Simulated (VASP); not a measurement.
# LiH (Fm-3m) in VASP: notebook

LiH is run at these levels: PBE; tasks: single point.

All numbers are computed with VASP 6.6.1; they aren't measurements. Logs are shortened: lines on timing, memory, paths and dates and some standing lists are left out, and cuts for length are marked.

## 1. The cell of the first run

Symmetry: Fm-3m, No. 225, cubic system. Conventional cell: a = 4.007 Å, b = 4.007 Å, c = 4.007 Å, α = 90.00°, β = 90.00°, γ = 90.00°. Li (site symmetry m-3m) has 6 H at 2.00 Å within 2.7 Å. H (site symmetry m-3m) has 6 Li at 2.00 Å within 2.7 Å.

## 2. Single point, PBE

Contents of INCAR:

```
ALGO = Normal
EDIFF = 1E-6
ENCUT = 520
GGA = PE
ISIF = 2
ISMEAR = 0
LASPH = T
LCHARG = F
LREAL = Auto
LWAVE = F
NBANDS = 54
NELM = 60
PREC = Accurate
SIGMA = 0.01
```

Contents of KPOINTS:

```
Automatic mesh
0
Gamma
  4 4 4
  0.5 0.5 0.5
```

Contents of POSCAR:

```
LiH
1.0
   -4.0071000518      4.0071000518     -4.0071000518
    4.0071000518     -4.0071000518     -4.0071000518
   -4.0071000518     -4.0071000518      4.0071000518
Li H
16 16
Direct
    0.0000000000      0.2500000000      0.7500000000
    0.7500000000      0.2500000000      1.0000000000
    0.5000000000      0.2500000000      0.2500000000
    0.2500000000      0.0000000000      0.7500000000
    0.2500000000      0.2500000000      0.5000000000
    1.0000000000      1.0000000000      1.0000000000
    0.7500000000      0.0000000000      0.2500000000
    0.5000000000      0.7500000000      0.7500000000
    0.5000000000      0.0000000000      0.5000000000
    0.2500000000      0.7500000000      1.0000000000
    0.0000000000      0.7500000000      0.2500000000
    0.7500000000      0.5000000000      0.7500000000
    0.7500000000      0.7500000000      0.5000000000
    0.5000000000      0.5000000000      1.0000000000
    0.2500000000      0.5000000000      0.2500000000
    0.0000000000      0.5000000000      0.5000000000
    0.7500000000      0.2500000000      0.5000000000
    0.5000000000      0.2500000000      0.7500000000
    0.2500000000      0.2500000000      0.0000000000
    0.0000000000      0.0000000000      0.5000000000
    0.0000000000      0.2500000000      0.2500000000
    0.7500000000      0.0000000000      0.7500000000
    0.5000000000      0.0000000000      0.0000000000
    0.2500000000      0.7500000000      0.5000000000
    0.2500000000      0.0000000000      0.2500000000
    0.0000000000      0.7500000000      0.7500000000
    0.7500000000      0.7500000000      0.0000000000
    0.5000000000      0.5000000000      0.5000000000
    0.5000000000      0.7500000000      0.2500000000
    0.2500000000      0.5000000000      0.7500000000
    0.0000000000      0.5000000000      0.0000000000
    0.7500000000      0.5000000000      0.2500000000
```

Potentials or basis: VASP PAW PBE potentials, release 64 (Li_sv, H).

Launch:

```sh
$ cat potpaw_PBE.64/Li_sv/POTCAR potpaw_PBE.64/H/POTCAR > POTCAR
$ mpirun -np 1 vasp_std > vasp.out
```

OUTCAR:

```text
EDIFF = 1E-6
   ENCUT = 520
   GGA = PE
   ISIF = 2
   ISMEAR = 0
   LASPH = T
   LREAL = Auto
   NELM = 60
   PREC = Accurate

 ion  position               nearest neighbor table
   1  0.000  0.250  0.750-
   2  0.750  0.250  0.000-
   3  0.500  0.250  0.250-
   4  0.250  0.000  0.750-
   5  0.250  0.250  0.500-
   6  0.000  0.000  0.000-
[... 24 lines left out ...]
  31  0.000  0.500  0.000-
  32  0.750  0.500  0.250-

  LATTYP: Found a body centered cubic cell.
 ALAT       =     8.0142001036

  Lattice vectors:

 A1 = (  -4.0071000518,   4.0071000518,  -4.0071000518)
 A2 = (   4.0071000518,  -4.0071000518,  -4.0071000518)
 A3 = (  -4.0071000518,  -4.0071000518,   4.0071000518)

Analysis of symmetry for initial positions (statically):
=====================================================================
 Subroutine PRICEL returns following result:

  LATTYP: Found a face centered cubic cell.
 ALAT       =     4.0071000518

  Lattice vectors:

 A1 = (   2.0035500259,  -2.0035500259,   0.0000000000)
 A2 = (   2.0035500259,  -0.0000000000,   2.0035500259)
 A3 = (   0.0000000000,  -2.0035500259,   2.0035500259)

  16 primitive cells build up your supercell.

 Routine SETGRP: Setting up the symmetry group for a
 body centered cubic supercell.

 Subroutine GETGRP returns: Found 48 space group operations
 (whereof 48 operations were pure point group operations)
 out of a pool of 48 trial point group operations.

The static configuration has the point symmetry O_h .

Analysis of symmetry for dynamics (positions and initial velocities):
=====================================================================
 Subroutine PRICEL returns following result:

  LATTYP: Found a face centered cubic cell.
 ALAT       =     4.0071000518

  Lattice vectors:

 A1 = (   2.0035500259,  -2.0035500259,   0.0000000000)
 A2 = (   2.0035500259,  -0.0000000000,   2.0035500259)
 A3 = (   0.0000000000,  -2.0035500259,   2.0035500259)

  16 primitive cells build up your supercell.

 Routine SETGRP: Setting up the symmetry group for a
 body centered cubic supercell.

 Subroutine GETGRP returns: Found 48 space group operations
 (whereof 48 operations were pure point group operations)
 out of a pool of 48 trial point group operations.

The dynamic configuration has the point symmetry O_h .

 Subroutine INISYM returns: Found 48 space group operations
 (whereof 48 operations are pure point group operations),
 and found    16 'primitive' translations

----------------------------------------------------------------------------------------

                                     Primitive cell

  volume of cell :      16.0854

  direct lattice vectors                    reciprocal lattice vectors
     2.003550026 -2.003550026  0.000000000     0.249557033 -0.249557033 -0.249557033
     2.003550026 -0.000000000  2.003550026     0.249557033  0.249557033  0.249557033
     0.000000000 -2.003550026  2.003550026    -0.249557033 -0.249557033  0.249557033

  length of vectors
     2.833447620  2.833447620  2.833447620     0.432245461  0.432245461  0.432245461

  position of ions in fractional coordinates (direct lattice)
     1.000000000  0.000000000  0.000000000
     0.500000000  0.500000000  0.500000000

  ion indices of the primitive-cell ions
   primitive index   ion index
                 1           1
                 2          17

----------------------------------------------------------------------------------------

 KPOINTS: Automatic mesh

Automatic generation of k-mesh.
 Grid dimensions read from file:
 generate k-points for:    4    4    4

 Generating k-lattice:

  Cartesian coordinates                     Fractional coordinates (reciprocal lattice)
    -0.031194629  0.000000000 -0.031194629     0.250000000  0.000000000  0.000000000
     0.000000000 -0.031194629 -0.031194629     0.000000000  0.250000000  0.000000000
    -0.031194629 -0.031194629  0.000000000     0.000000000  0.000000000  0.250000000

  Length of vectors
     0.044115868  0.044115868  0.044115868

  Shift w.r.t. Gamma in fractional coordinates (k-lattice)
     0.500000000  0.500000000  0.500000000

 Subroutine IBZKPT returns following result:
 ===========================================

 Found      6 irreducible k-points:

 Following reciprocal coordinates:
            Coordinates               Weight
  0.125000  0.125000  0.125000      8.000000
  0.375000  0.125000  0.125000     12.000000
 -0.125000  0.125000  0.125000      6.000000
 -0.375000  0.375000  0.125000     24.000000
 -0.375000 -0.375000  0.125000      8.000000
 -0.375000  0.375000  0.375000      6.000000
   k-points           NKPTS =      6   k-points in BZ     NKDIM =      6   number of bands    NBANDS=     54
   number of dos      NEDOS =    301   number of ions     NIONS =     32
   total plane-waves  NPLWV = 157464
   dimension x,y,z NGX =    54 NGY =   54 NGZ =   54
   dimension x,y,z NGXF=   108 NGYF=  108 NGZF=  108
   ions per type =              16  16
   NGX,Y,Z   is equivalent  to a cutoff of  12.93, 12.93, 12.93 a.u.
   NGXF,Y,Z  is equivalent  to a cutoff of  25.87, 25.87, 25.87 a.u.
 SYSTEM =  unknown system
   PREC   = accura    normal or accurate (medium, high low for compatibility)
   ISTART =      0    job   : 0-new  1-cont  2-samecut
   ICHARG =      2    charge: 1-file 2-atom 10-const
   ISPIN  =      1    spin polarized calculation?
   LNONCOLLINEAR =      F non collinear calculations
   LSORBIT =      F    spin-orbit coupling
   LASPH  =      T    aspherical Exc in radial PAW
   ENCUT  =  520.0 eV  38.22 Ry    6.18 a.u.  12.90 12.90 12.90*2*pi/ulx,y,z
   NELM   =     60;   NELMIN=  2; NELMDL= -5     # of ELM steps
   EDIFF  = 0.1E-05   stopping-criterion for ELM
   LREAL  =      T    real-space projection
   EDIFFG = 0.1E-04   stopping-criterion for IOM
   NSW    =      0    number of steps for IOM
   IBRION =     -1    ionic relax: 0-MD 1-quasi-New 2-CG
   NFREE  =      0    steps in history (QN), initial steepest desc. (CG)
   ISIF   =      2    stress and relaxation
   ISYM   =      2    0-nonsym 1-usesym 2-fastsym
   POTIM  = 0.5000    time-step for ionic-motion
   TEBEG  =    0.0;   TEEND  =   0.0 temperature during run
   PSTRESS=    0.0 pullay stress
   NELECT =      64.0000    total number of electrons
   NUPDOWN=      -1.0000    fix difference up-down
   EMIN   =  10.00;   EMAX   =-10.00  energy-range for DOS
   EFERMI =   0.00;   METHOD = LEGACY
   ISMEAR =     0;   SIGMA  =   0.01  broadening in eV -4-tet -1-fermi 0-gaus
   EFERMI_NEDOS =   21; number of points for ismear=-14 and -15
   IALGO  =     38    algorithm
   IMIX   =      4    mixing-type and parameters
     AMIX     =   0.40;   BMIX     =  1.00
     AMIX_MAG =   1.60;   BMIX_MAG =  1.00
  volume/ion in A,a.u.               =       8.04        54.27
  Fermi-wavevector in a.u.,A,eV,Ry     =   1.029480  1.945435 14.419854  1.059829
  Thomas-Fermi vector in A             =   2.163530
   LORBIT       =      0    0 simple, 1 ext, 2 COOP (PROOUT), +10 PAW based schemes
   GGA     = PE    functional components
   LHFCALC =     F    Hartree Fock is set to
   AEXX    =    0.0000 exact exchange contribution
   IVDW    =     0    specifies the selected vdW correction
   LEPSILON=     F    determine dielectric tensor
   LRPA    =     F    only Hartree local field effects (RPA)
 non-spin polarized calculation
 Gauss-broadening in eV      SIGMA  =   0.01
  energy-cutoff  :      520.00
  volume of cell :      257.37
 maximum number of plane-waves:      6950
 NGX is ok and might be reduce to    54
   NGX = 25   NGY = 25   NGZ = 25

 number of electron      64.0000025 magnetization

 Free energy of the ion-electron system (eV)
  ---------------------------------------------------
  ext. energy  EPLUGINS =         0.00000000
  ---------------------------------------------------
  free energy    TOTEN  =       -98.02564122 eV

  energy without entropy =      -98.02564122  energy(sigma->0) =      -98.02564122

 E-fermi :   0.1959     XC(G=0):  -8.5150

 val. band max:        0.0614232924   @ k =  -0.1250   0.1250   0.1250
 cond. band min:       3.2185584792   @ k =  -0.1250   0.1250   0.1250
 fundamental gap:      3.1571351869
 Fermi energy:         0.1958710382

 k-point     1 :       0.1250    0.1250    0.1250
  band No.  band energies     occupation
      1     -44.1867      2.00000
      2     -44.1602      2.00000
      3     -44.1602      2.00000
      4     -44.1602      2.00000
      5     -44.1451      2.00000
      6     -44.1451      2.00000
[... 36 lines left out ...]
     43       6.6591      0.00000
     44       6.6591      0.00000

 k-point     2 :       0.3750    0.1250    0.1250
  band No.  band energies     occupation
      1     -44.1750      2.00000
      2     -44.1750      2.00000
      3     -44.1631      2.00000
      4     -44.1631      2.00000
      5     -44.1467      2.00000
      6     -44.1467      2.00000
[... 36 lines left out ...]
     43       6.4881      0.00000
     44       6.4881      0.00000

 k-point     3 :      -0.1250    0.1250    0.1250
  band No.  band energies     occupation
      1     -44.1911      2.00000
      2     -44.1531      2.00000
      3     -44.1531      2.00000
      4     -44.1531      2.00000
      5     -44.1531      2.00000
      6     -44.1472      2.00000
[... 36 lines left out ...]
     43       6.6945      0.00000
     44       7.6221      0.00000

 k-point     4 :      -0.3750    0.3750    0.1250
  band No.  band energies     occupation
      1     -44.1824      2.00000
      2     -44.1682      2.00000
      3     -44.1573      2.00000
      4     -44.1573      2.00000
      5     -44.1513      2.00000
      6     -44.1513      2.00000
[... 36 lines left out ...]
     43       6.5139      0.00000
     44       7.1686      0.00000

 k-point     5 :      -0.3750   -0.3750    0.1250
  band No.  band energies     occupation
      1     -44.1713      2.00000
      2     -44.1713      2.00000
      3     -44.1713      2.00000
      4     -44.1537      2.00000
      5     -44.1498      2.00000
      6     -44.1498      2.00000
[... 36 lines left out ...]
     43       7.0868      0.00000
     44       7.0868      0.00000

 k-point     6 :      -0.3750    0.3750    0.3750
  band No.  band energies     occupation
      1     -44.1746      2.00000
      2     -44.1616      2.00000
      3     -44.1616      2.00000
      4     -44.1616      2.00000
      5     -44.1616      2.00000
      6     -44.1512      2.00000
[... 36 lines left out ...]
     43       5.7636      0.00000
     44       5.7636      0.00000
 [bands above 44 left out]

------------------------ aborting loop because EDIFF is reached ----------------------------------------

  FORCE on cell =-STRESS in cart. coord.  units (eV):
  Direction    XX          YY          ZZ          XY          YZ          ZX
  --------------------------------------------------------------------------------------
  -------------------------------------------------------------------------------------
  Total       -0.4187254     -0.4187254     -0.4187254      0.0000000      0.0000000      0.0000000
  in kB       -2.6066900     -2.6066900     -2.6066900      0.0000000      0.0000000      0.0000000
  external PRESSURE =      -2.6066900 kB  Pullay stress =       0.0000000 kB

 VOLUME and BASIS-vectors are now :
 -----------------------------------------------------------------------------
  energy-cutoff  :      520.00
  volume of cell :      257.37
      direct lattice vectors                 reciprocal lattice vectors
    -4.007100052  4.007100052 -4.007100052    -0.124778517  0.000000000 -0.124778517
     4.007100052 -4.007100052 -4.007100052     0.000000000 -0.124778517 -0.124778517
    -4.007100052 -4.007100052  4.007100052    -0.124778517 -0.124778517  0.000000000

 POSITION                                       TOTAL-FORCE (eV/Angst)
 -----------------------------------------------------------------------------------
     -2.00355     -4.00710      2.00355         0.000000     -0.000000     -0.000000
     -2.00355      2.00355     -4.00710         0.000000     -0.000000     -0.000000
     -2.00355      0.00000     -2.00355         0.000000      0.000000      0.000000
     -4.00710     -2.00355      2.00355         0.000000      0.000000      0.000000
     -2.00355     -2.00355      0.00000        -0.000000     -0.000000     -0.000000
      0.00000      0.00000      0.00000        -0.000000      0.000000      0.000000
[... 24 lines left out ...]
      2.00355     -2.00355     -2.00355        -0.000000      0.000000     -0.000000
     -2.00355      0.00000     -4.00710        -0.000000     -0.000000     -0.000000
 -----------------------------------------------------------------------------------
    total drift:                                0.000000     -0.000000     -0.000000

  FREE ENERGIE OF THE ION-ELECTRON SYSTEM (eV)
  ---------------------------------------------------
  free  energy   TOTEN  =       -98.0256412156 eV

  energy  without entropy=      -98.0256412156  energy(sigma->0) =      -98.02564122
```

It took 92 s on 1 thread of Intel Xeon 6975P-C (Granite Rapids), shared host; peak memory 0.37 GiB.

What came out:

```yaml
Free_energy: -98.0256 eV
Band_gap_on_the_k_mesh: 3.16 eV
```

Levels at points of the mesh, in eV from the valence-band top:
| k point | band 29 | band 30 | band 31 | band 32 | band 33 | band 34 | band 35 | band 36 |
| --- | --- | --- | --- | --- | --- | --- | --- | --- |
| (0.12, 0.12, 0.12) | -1.55 | -0.70 | -0.70 | -0.70 | 4.16 | 4.16 | 4.16 | 5.30 |

Caveat: the cutoff is under 1.25 times the usual one of these potentials, so pressure, stress and relaxed cells hold a basis-set (Pulay) error; a shifted mesh leaves out Γ, where band edges can lie. A k mesh can miss the band edges.

[end of part 1 of 2]
